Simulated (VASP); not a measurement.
Runs of VASP 6.6.1 on HgTe. The structure is that of space group F-43m (No. 216), or close to it. The cells are those of the table. 

```tsv
level	cell	k mesh	grid for exact exchange (PRECFOCK)	screening parameter	gap on the mesh (eV)	pressure (GPa)
PBE	a = 4.652, b = 4.652, c = 4.615 Å, angles 60.3, 60.3, 60.5°, 2 atoms	6 × 6 × 6	-	-	0.03	1.3
HSE06	a = 4.929 Å, angles 60.0°, 2 atoms	4 × 4 × 4	Normal	0.2079 1/Å	none	-4.4
PBE	a = 4.929 Å, angles 60.0°, 2 atoms	6 × 6 × 6	-	-	none	(a)
HSE06	a = 4.542, b = 4.542, c = 4.430 Å, angles 60.8, 60.8, 58.4°, 2 atoms	4 × 4 × 4	Normal	0.2079 1/Å	none	5.1
r2SCAN	a = 4.652, b = 4.652, c = 4.615 Å, angles 60.3, 60.3, 60.5°, 2 atoms	6 × 6 × 6	-	-	0.03	0.0
r2SCAN	a = 4.542, b = 4.542, c = 4.430 Å, angles 60.8, 60.8, 58.4°, 2 atoms	6 × 6 × 6	-	-	none	(b)
r2SCAN	a = 4.929 Å, angles 60.0°, 2 atoms	6 × 6 × 6	-	-	none	-4.4
```

Alike in all rows: task single point; potentials or basis VASP PAW PBE potentials, release 64 (Hg, Te); no spin polarisation; cutoff (eV) 520; smearing fermi-dirac 0.02 eV.

Question: Fill in the values left out.

Answer: (a) -3.3; (b) 5.0.

Caveats: some runs use coarse meshes; spin-orbit coupling is left out, which moves the levels of the heavy elements; the PAW data sets were made with another functional, which shifts forces and pressure a little (some runs).

A k mesh can miss the band edges, and the runs leave out spin-orbit coupling on Hg, Te.

A gap of «none» marks levels without a gap at the run's occupations.
